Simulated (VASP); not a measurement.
# GaAs (I-4m2) in VASP: notebook, part 2 of 2

VASP 6.6.1.

**4. Single point, r2SCAN**

This run uses another cell than the first one, of the same volume but with other edges.

POSCAR

```
GaAs
1.0
    0.0000000000      2.9842128016      2.5365808814
    2.9842128016      0.0000000000      2.5365808814
    2.9842128016      2.9842128016      0.0000000000
Ga As
1 1
Direct
    0.0000000000      0.0000000000      0.0000000000
    0.7500000000      0.7500000000      0.7500000000
```

INCAR.step1

```
ALGO = Normal
EDIFF = 1E-4
ENCUT = 520
GGA = PE
ISMEAR = 0
LASPH = T
LCHARG = F
LREAL = F
LWAVE = T
NBANDS = 16
NELM = 80
PREC = Accurate
SIGMA = 0.05
```

INCAR.step2

```
ALGO = Normal
EDIFF = 1E-6
ENCUT = 520
ISIF = 2
ISMEAR = 0
ISTART = 1
LASPH = T
LCHARG = F
LMIXTAU = T
LREAL = F
LWAVE = F
METAGGA = R2SCAN
NBANDS = 16
NELM = 80
PREC = Accurate
SIGMA = 0.05
```

KPOINTS

```
k-points
0
Gamma
  10 10 10
```

Potentials or basis: VASP PAW PBE potentials, release 64 (Ga_d, As).

Started as:

```sh
$ cat potpaw_PBE.64/Ga_d/POTCAR potpaw_PBE.64/As/POTCAR > POTCAR
$ cp INCAR.step1 INCAR
$ mpirun -np 1 vasp_std > vasp.out
$ cp INCAR.step2 INCAR
$ mpirun -np 1 vasp_std > vasp.out
```

OUTCAR:

```text
EDIFF = 1E-6
   ENCUT = 520
   ISIF = 2
   ISMEAR = 0
   ISTART = 1
   LASPH = T
   LREAL = F
   METAGGA = R2SCAN
   NELM = 80
   PREC = Accurate

 ion  position               nearest neighbor table
   1  0.000  0.000  0.000-   2 2.46   2 2.46   2 2.46   2 2.46
   2  0.750  0.750  0.750-   1 2.46   1 2.46   1 2.46   1 2.46

  LATTYP: Found a body centered tetragonal cell.
 ALAT       =     4.2203142170
 C/A-ratio  =     1.2020815280

  Lattice vectors:

 A1 = (   0.0000000000,  -2.9842128016,  -2.5365808814)
 A2 = (   0.0000000000,   2.9842128016,  -2.5365808814)
 A3 = (   2.9842128016,   0.0000000000,   2.5365808814)

Analysis of symmetry for initial positions (statically):
=====================================================================
 Subroutine PRICEL returns:
 Original cell was already a primitive cell.

 Routine SETGRP: Setting up the symmetry group for a
 body centered tetragonal supercell.

 Subroutine GETGRP returns: Found  8 space group operations
 (whereof  8 operations were pure point group operations)
 out of a pool of 16 trial point group operations.

The static configuration has the point symmetry D_2d.
[... 161 lines left out ...]

 E-fermi :   4.2918     XC(G=0): -10.2761

 val. band max:        4.1739151629   @ k =   0.0000   0.0000   0.0000
 cond. band min:       4.4163050868   @ k =   0.4000   0.4000   0.0000
 fundamental gap:      0.2423899239
 Fermi energy:         4.2917832905

 k-point     1 :       0.0000    0.0000    0.0000
  band No.  band energies     occupation
      1     -11.5807      2.00000
      2     -11.5805      2.00000
      3     -11.5440      2.00000
      4     -11.5080      2.00000
      5     -11.4708      2.00000
      6      -9.4699      2.00000
[... 433 lines left out ...]
      3     -11.5391      2.00000
      4     -11.5295      2.00000
      5     -11.4520      2.00000
      6      -7.3793      2.00000
[... 8 lines left out ...]
     15      16.0073      0.00000
     16      18.1303      0.00000

 [... further k-points ...]

------------------------ aborting loop because EDIFF is reached ----------------------------------------

  FORCE on cell =-STRESS in cart. coord.  units (eV):
  Direction    XX          YY          ZZ          XY          YZ          ZX
  --------------------------------------------------------------------------------------
  -------------------------------------------------------------------------------------
  Total       -0.6940213     -0.6940213      1.5063872      0.0000000      0.0000000      0.0000000
  in kB      -24.6118958    -24.6118958     53.4206181      0.0000000      0.0000000      0.0000000
  external PRESSURE =       1.3989422 kB  Pullay stress =       0.0000000 kB

 VOLUME and BASIS-vectors are now :
 -----------------------------------------------------------------------------
  energy-cutoff  :      520.00
  volume of cell :       45.18
      direct lattice vectors                 reciprocal lattice vectors
     0.000000000  2.984212802  2.536580881    -0.167548373  0.167548373  0.197115733
     2.984212802  0.000000000  2.536580881     0.167548373 -0.167548373  0.197115733
     2.984212802  2.984212802  0.000000000     0.167548373  0.167548373 -0.197115733

 POSITION                                       TOTAL-FORCE (eV/Angst)
 -----------------------------------------------------------------------------------
      0.00000      0.00000      0.00000         0.000000      0.000000     -0.000000
      4.47632      4.47632      3.80487         0.000000      0.000000      0.000000
 -----------------------------------------------------------------------------------
    total drift:                               -0.000078     -0.000078     -0.000293

  FREE ENERGIE OF THE ION-ELECTRON SYSTEM (eV)
  ---------------------------------------------------
  free  energy   TOTEN  =       -26.9209160018 eV

  energy  without entropy=      -26.9209157787  energy(sigma->0) =      -26.92091589
```

OSZICAR.step1:

```text
N       E                     dE             d eps       ncg     rms          rms(c)
DAV:   1     0.850398046407E+02    0.85040E+02   -0.89017E+03  3384   0.156E+03
DAV:   2    -0.151529944886E+01   -0.86555E+02   -0.82585E+02  3680   0.319E+02
DAV:   3    -0.819957156838E+01   -0.66843E+01   -0.66606E+01  4024   0.670E+01
DAV:   4    -0.830066389518E+01   -0.10109E+00   -0.10108E+00  3936   0.921E+00
DAV:   5    -0.830207886785E+01   -0.14150E-02   -0.14149E-02  4144   0.983E-01    0.287E+00
DAV:   6    -0.815516502405E+01    0.14691E+00   -0.22460E-01  4912   0.802E+00    0.173E+00
DAV:   7    -0.813508856057E+01    0.20076E-01   -0.63417E-02  4080   0.187E+00    0.567E-01
DAV:   8    -0.813546220041E+01   -0.37364E-03   -0.99889E-03  4016   0.110E+00    0.110E-01
DAV:   9    -0.813578955924E+01   -0.32736E-03   -0.87769E-04  4072   0.335E-01    0.483E-02
DAV:  10    -0.813584118398E+01   -0.51625E-04   -0.55565E-05  3152   0.875E-02
   1 F= -.81358412E+01 E0= -.81358316E+01  d E =-.190833E-04
```

Wall time 4.2 min (1 thread of AMD EPYC 7R13, shared host); peak memory 0.23 GiB.

Results:

```yaml
Free_energy: -26.9209 eV
Pressure: 0.1 GPa
Band_gap_on_the_k_mesh: 0.24 eV (least direct gap 0.34 eV)
```

Caveat: the stress differs along the axes, from -2 to 5 GPa; semilocal functionals underestimate gaps, and a narrow one can read as zero; the PAW data sets were made with another functional, which shifts forces and pressure a little.

**5. Single point, r2SCAN**

This run uses another cell than the first one, of the same volume but with other edges.

POSCAR

```
GaAs
1.0
    0.0000000000      2.6601676982      3.1922012379
    2.6601676982      0.0000000000      3.1922012379
    2.6601676982      2.6601676982      0.0000000000
Ga As
1 1
Direct
    0.0000000000      0.0000000000      0.0000000000
    0.7500000000      0.7500000000      0.7500000000
```

INCAR.step1

```
PREC     = Accurate       # precision mode
ENCUT    = 520            # plane-wave cutoff, eV
ISMEAR   = 0              # smearing method
SIGMA    = 0.05           # smearing width, eV
LREAL    = F              # projectors in reciprocal space
LASPH    = T              # aspherical terms in the spheres
NELM     = 100            # most SCF steps
NBANDS   = 16             # bands
GGA      = PE             # functional
ALGO     = Normal         # electronic algorithm
EDIFF    = 1E-4           # SCF threshold, eV
LWAVE    = T              # write WAVECAR
LCHARG   = F              # write CHGCAR
```

INCAR.step2

```
PREC     = Accurate       # precision mode
ENCUT    = 520            # plane-wave cutoff, eV
EDIFF    = 1E-6           # SCF threshold, eV
ISMEAR   = 0              # smearing method
SIGMA    = 0.05           # smearing width, eV
LREAL    = F              # projectors in reciprocal space
LASPH    = T              # aspherical terms in the spheres
NELM     = 100            # most SCF steps
ALGO     = Normal         # electronic algorithm
ISIF     = 2              # what is computed and relaxed
LWAVE    = F              # write WAVECAR
LCHARG   = T              # write CHGCAR
METAGGA  = R2SCAN         # meta-GGA
LMIXTAU  = T            
LELF     = T              # ELF
LVHAR    = T            
NBANDS   = 16             # bands
ISTART   = 1
```

KPOINTS

```
Automatic mesh
0
Gamma
  10 10 10
```

Started as:

```sh
$ cat potpaw_PBE.64/Ga_d/POTCAR potpaw_PBE.64/As/POTCAR > POTCAR
$ cp INCAR.step1 INCAR
$ mpirun -np 1 vasp_std > vasp.out
$ cp INCAR.step2 INCAR
$ mpirun -np 1 vasp_std > vasp.out
```

Wall time 3 min (1 thread of AMD EPYC 7R13, shared host); peak memory 0.23 GiB.

Results (log left out):

| Property | Result |
| --- | --- |
| Free energy | -26.7988 eV |
| Pressure | 0.4 GPa |
| Band gap on the k mesh | 0.16 eV |

Stress tensor (GPa, compression positive):
```
  5.76   0.00   0.00
  0.00   5.76   0.00
  0.00   0.00 -10.46
```

Levels at points of the mesh, in eV from the valence-band top:
```csv
k point,band 5,band 6,band 7,band 8,band 9,band 10,band 11,band 12,band 13,band 14
"(0.00, 0.00, 0.00)",-15.65,-13.61,-1.42,0.00,0.00,0.16,3.59,3.59,4.15,7.62
"(0.50, 0.00, 0.00)",-15.62,-11.75,-7.22,-2.44,-0.73,0.31,4.67,5.22,8.12,10.02
"(0.50, 0.50, 0.00)",-15.65,-11.50,-8.14,-2.28,-2.28,2.27,2.75,10.03,10.14,10.14
"(0.50, 0.00, 0.50)",-15.62,-10.74,-6.99,-3.57,-3.47,0.94,0.96,8.68,9.19,10.42
```

Caveat: the stress differs along the axes, from -10 to 6 GPa; semilocal functionals underestimate gaps, and a narrow one can read as zero; the PAW data sets were made with another functional, which shifts forces and pressure a little. A k mesh can miss the band edges.

**6. The runs side by side**

```tsv
cell	gap on the mesh (eV)	pressure (GPa)
a = 3.886, b = 3.886, c = 4.488 Å, angles 54.7, 54.7, 70.5°, 2 atoms	none	-1.9
a = 4.362, b = 4.362, c = 3.562 Å, angles 65.9, 65.9, 48.2°, 2 atoms	none	0.5
a = 3.917, b = 3.917, c = 4.220 Å, angles 57.4, 57.4, 65.2°, 2 atoms	0.24	0.1
a = 4.155, b = 4.155, c = 3.762 Å, angles 63.1, 63.1, 53.8°, 2 atoms	0.16	0.4
```

Alike in all rows: task single point; level r2SCAN; potentials or basis VASP PAW PBE potentials, release 64 (Ga_d, As); no spin polarisation; k mesh 10 × 10 × 10; cutoff (eV) 520; smearing gaussian 0.05 eV.

Caveats: the PAW data sets were made with another functional, which shifts forces and pressure a little; semilocal functionals underestimate gaps, and a narrow one can read as zero (at least some runs); the stress differs along the axes, from -5 to 5 GPa (at least some runs); the stress differs along the axes, from -16 to 9 GPa (at least some runs); the stress differs along the axes, from -2 to 5 GPa (at least some runs); the stress differs along the axes, from -10 to 6 GPa (at least some runs).

Absolute energies hang on the potentials; compare differences alone.

The gap in the log of VASP goes by the Fermi energy; the results here count the filled bands.